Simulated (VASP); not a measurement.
Ru: single point with LDA

Ru:

```
Ru
1.0
     2.67406    0.00000    0.00000
    -1.33703    2.31580    0.00000
     0.00000    0.00000    4.22676
Ru
2
Direct
  0.29106 0.68683 0.25000
  0.70894 0.31317 0.75000
```

This cell differs from its parent crystal: atoms displaced along several vibrational modes.

```yaml
Program: VASP 6.6.1
Task: single point
Functional: LDA
Potentials_or_basis: VASP PAW LDA potentials, release 64 (Ru_pv)
Cutoff: 520 eV
k_mesh: 21 × 21 × 10
Occupations: gaussian, width 0.15 eV
Spin: no spin polarisation
Dipole_correction: no
Further_INCAR_settings: ALGO = Fast; EDIFF = 1e-07; NBANDS = 21
```

| Property | Result |
| --- | --- |
| Pressure | 5.3 GPa |
| Largest force | 2.304 eV/Å |
| Band gap on the k mesh | zero (bands 14 and 15 overlap by 3.16 eV) |

Forces on the atoms (eV/Å):
```
Ru   2.154 -0.815  0.000
Ru  -2.154  0.815  0.000
```

Stress tensor (GPa, compression positive):
```
-0.15  5.91  0.00
 5.91  4.59  0.00
 0.00  0.00 11.54
```

Levels at points of the mesh, in eV from the Fermi level:
```tsv
k point	band 11	band 12	band 13	band 14	band 15	band 16	band 17	band 18
(0.00, 0.00, 0.00)	-2.44	-2.37	-1.91	-1.68	-0.41	0.04	1.28	2.18
(0.00, 0.00, 0.50)	-2.94	-2.94	-2.74	-2.74	0.08	0.08	0.60	0.60
```

Run time: 4.1 min on 1 thread of Intel(R) Xeon(R) 6975P-C (Granite Rapids), with other jobs on the host, peak memory 0.61 GiB.

Caveat: the cell differs from its parent crystal (atoms displaced along several vibrational modes); the stress differs along the axes, from -0 to 12 GPa; forces of over 1 eV/Å act on the atoms, so gaps and moduli don't describe the material at rest.
